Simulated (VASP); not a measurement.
The system is AlN.

```xyz
4
Lattice="3.3771 0.0000 0.0000 -1.6885 2.9246 0.0000 0.0000 0.0000 4.2697" Properties=species:S:1:pos:R:3 pbc="T T T"
Al    1.6885    0.9749    1.0674
Al    0.0000    1.9498    3.2023
N     1.6885    0.9749    3.2023
N     0.0000    1.9498    1.0674
```

Base run:

```yaml
Program: VASP 6.6.1
Functional: r2SCAN
Potentials_or_basis: VASP PAW PBE potentials, release 64 (Al, N)
Cutoff: 520 eV
k_mesh: 9 × 9 × 7
Occupations: fermi-dirac, width 0.05 eV
Spin: no spin polarisation
```

Its results: band gap on the k mesh 3.40 eV, direct; pressure -16.3 GPa.

Question: The run is repeated on the same cell with these changes: functional from r2SCAN to LDA; potentials or basis from VASP PAW PBE potentials, release 64 (Al, N) to VASP PAW LDA potentials, release 64 (Al, N). What comes out?

Answer: Band gap on the k mesh 2.85 eV, direct; pressure -18.2 GPa.

Caveats: the PAW data sets were made with another functional, which shifts forces and pressure a little (some runs).

A k mesh can miss the band edges.
